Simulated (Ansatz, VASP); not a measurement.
# P: VASP beside Ansatz

File INCAR:

```
  PREC = Accurate
  ENCUT = 520
  EDIFF = 1E-7
  ISMEAR = 0
  SIGMA = 0.1
  LREAL = F
  LASPH = T
  NELM = 100
  ALGO = Normal
  ISIF = 2
  LWAVE = F
  LCHARG = T
  GGA = PE
  LELF = T
  LVHAR = T
  NBANDS = 18
```

KPOINTS

```
Automatic mesh
0
Gamma
  14 14 10
```

Contents of POSCAR:

```
P
1.0
    1.6335487891     -4.9875107395      0.0000000000
    1.6335487891      4.9875107395      0.0000000000
    0.0000000000      0.0000000000      4.0746517139
P
4
Direct
    0.1111792964      0.8888207036      0.9339484716
    0.6111792964      0.3888207036      0.5660515284
    0.8888207036      0.1111792964      0.0660515284
    0.3888207036      0.6111792964      0.4339484716
```

Input for Ansatz:

```yaml
crystal:
  lattice:
    - [1.6335487891, -4.9875107395, 0.0]
    - [1.6335487891, 4.9875107395, 0.0]
    - [0.0, 0.0, 4.0746517139]
  atoms:
    - { symbol: P, position: [0.1111792964, 0.8888207036, 0.9339484716] }
    - { symbol: P, position: [0.6111792964, 0.3888207036, 0.5660515284] }
    - { symbol: P, position: [0.8888207036, 0.1111792964, 0.0660515284] }
    - { symbol: P, position: [0.3888207036, 0.6111792964, 0.4339484716] }
basis:
  ecutwfc: 420
kpoints:
  mp_grid: { grid: [14, 14, 10] }
hamiltonian:
  xc: pbe
scf:
  occupations: { method: gaussian, width: 0.1 }
output:
  forces: true
  stress: true
  eigenvalues: true
```

Alike in both runs: task single point; functional PBE; k mesh 14 × 14 × 10; occupations gaussian, width 0.1 eV; no spin polarisation.

|  | VASP | Ansatz |
| --- | --- | --- |
| version | VASP 6.6.1 | Ansatz 0.2.0 |
| potentials or method | VASP PAW PBE potentials, release 64 (P), cutoff 520 eV | scalar-relativistic, plane waves, PAW |
| valence electrons in the cell | 20 | 20 |

VASP gave:

* gap on the k mesh at the Fermi level (eV): none
* pressure (GPa): 5.2
* traceless stress, the component that is largest in VASP (GPa): 2.33
* rms of the force components (eV/Å): 0.201

**Question.** Which values does Ansatz return?

**Answer.** gap on the k mesh at the Fermi level (eV): none; pressure (GPa): 5.6; traceless stress, the component that is largest in VASP (GPa): 2.34; rms of the force components (eV/Å): 0.171.

Atom by atom the forces differ by 0.038 eV/Å (rms over components). A gap of «none» marks a metal or a gap that the smearing closes. With one functional, cell and mesh, what is left measures potentials, basis and numerics.
